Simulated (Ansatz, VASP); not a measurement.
## W in VASP and in Ansatz

INCAR

```
PREC = Accurate
ENCUT = 520
EDIFF = 1E-7
ISMEAR = -1
SIGMA = 0.1
LREAL = F
LASPH = T
NELM = 60
ALGO = Normal
ISIF = 2
LWAVE = F
LCHARG = F
GGA = CA
NBANDS = 21
```

The input KPOINTS:

```
regular mesh
0
Gamma
  11 11 11
```

Contents of POSCAR:

```
W
1.0
    0.0000000000      2.9302625484      2.9302625484
    2.9302625484      0.0000000000      2.9302625484
    2.9302625484      2.9302625484      0.0000000000
W
2
Direct
    0.1250000000      0.1250000000      0.1250000000
    0.8750000000      0.8750000000      0.8750000000
```

Input for Ansatz:

```yaml
crystal:
  lattice:
    - [0.0, 2.9302625484, 2.9302625484]
    - [2.9302625484, 0.0, 2.9302625484]
    - [2.9302625484, 2.9302625484, 0.0]
  atoms:
    - { symbol: W, position: [0.125, 0.125, 0.125] }
    - { symbol: W, position: [0.875, 0.875, 0.875] }
hamiltonian:
  xc: lda
  pseudopotentials:
    kind: paw
    azcp:
      W: "pseudopotentials/W.paw.azcp"
basis:
  ecutwfc: 420
  fft_grid_basis: typed
kpoints:
  mp_grid: { grid: [11, 11, 11], shift: [0, 0, 0] }
magnetization:
  spin_polarized: false
scf:
  occupations: { method: fermi_dirac, width: 0.1 }
  lower_state_search: "off"
output:
  stress: true
```

Alike in both runs: task single point; functional LDA; k mesh 11 × 11 × 11; occupations fermi-dirac, width 0.1 eV; no spin polarisation.

|  | VASP | Ansatz |
| --- | --- | --- |
| version | VASP 6.6.1 | Ansatz 0.2.0 |
| potentials or method | VASP PAW LDA potentials, release 64 (W_sv), cutoff 520 eV | plane waves (420 eV) with PAW, scalar-relativistic |
| valence electrons in the cell | 28 | 28 |

```tsv
	VASP	Ansatz	Ansatz less VASP
pressure (GPa)	-8.2	-9.0	-0.81
```

Ansatz warns that its potentials were made for another functional, while VASP's fit it. LDA's correlation is that of Perdew and Zunger in VASP and of Perdew and Wang (1992) in Ansatz.

Spin-orbit coupling is off throughout.
